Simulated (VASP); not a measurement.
Input of a VASP 6.6.1 run:

File INCAR:

```
SYSTEM = PbSe
PREC     = Accurate       ! precision mode
ENCUT    = 520            ! plane-wave cutoff, eV
EDIFF    = 1E-7           ! SCF threshold, eV
ISMEAR   = -1             ! smearing method
SIGMA    = 0.02           ! smearing width, eV
LREAL    = .False.        ! projectors in reciprocal space
LASPH    = .True.         ! aspherical terms in the spheres
NELM     = 60             ! most SCF steps
ALGO     = Normal         ! electronic algorithm
ISIF     = 2              ! what is computed and relaxed
LWAVE    = .False.        ! write WAVECAR
LCHARG   = .False.        ! write CHGCAR
GGA      = PE             ! functional
NBANDS   = 17             ! bands
```

Contents of KPOINTS:

```
regular mesh
0
Gamma
  8 8 8
  0 0 0
```

The input POSCAR:

```
PbSe
1.0
    0.0000000000      3.0887022180      3.1659197734
    3.0887022180      0.0000000000      3.1659197734
    3.0887022180      3.0887022180      0.0000000000
Pb Se
1 1
Direct
    0.0000000000      0.0000000000      0.0000000000
    0.5000000000      0.5000000000      0.5000000000
```

Potentials or basis: VASP PAW PBE potentials, release 64 (Pb_d, Se).

Run with:

```console
$ cat potpaw_PBE.64/Pb_d/POTCAR potpaw_PBE.64/Se/POTCAR > POTCAR
$ mpirun -np 1 vasp_std > vasp.out
```

**Question.** Estimate the band gap on the k mesh.

**Answer.** 0.44 eV, direct.

**Question.** What does it give for the pressure?

**Answer.** -0.2 GPa.

Stress tensor (GPa, compression positive):
```
 0.61  0.00  0.00
 0.00  0.61  0.00
 0.00  0.00 -1.76
```

Caveat: the cell differs from its parent crystal (uniaxial z strain +2.5%); spin-orbit coupling is left out, which moves the levels of the heavy elements. A k mesh can miss the band edges.
